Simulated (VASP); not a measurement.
SrCd, 2 atoms in the cell. The cell holds a sheet with vacuum, 2 atoms: a = 4.036 Å, b = 4.036 Å, c = 17.000 Å, α = 90.00°, β = 90.00°, γ = 90.00°. 

```yaml
Program: VASP 6.6.1
Task: single point
Functional: PBE
Potentials_or_basis: VASP PAW PBE potentials, release 64 (Sr_sv, Cd)
Cutoff: 520 eV
k_mesh: 4 × 4 × 1
Occupations: gaussian, width 0.1 eV
Spin: no spin polarisation
Dipole_correction: yes
Further_INCAR_settings: ALGO = Normal; EDIFF = 1e-06; NBANDS = 18
```

Potentials or basis: VASP PAW PBE potentials, release 64 (Sr_sv, Cd).

Launch:

```bash
$ cat potpaw_PBE.64/Sr_sv/POTCAR potpaw_PBE.64/Cd/POTCAR > POTCAR
$ mpirun -np 1 vasp_std > vasp.out
```

Hardware: 1 thread of Intel(R) Xeon(R) 6975P-C (Granite Rapids) (shared host).

Q: Estimate the wall time of this run.

A: Run time: 28 s on 1 thread of Intel(R) Xeon(R) 6975P-C (Granite Rapids), on a shared host, peak memory 0.33 GiB. Counts: scf iterations 20, k points 6.
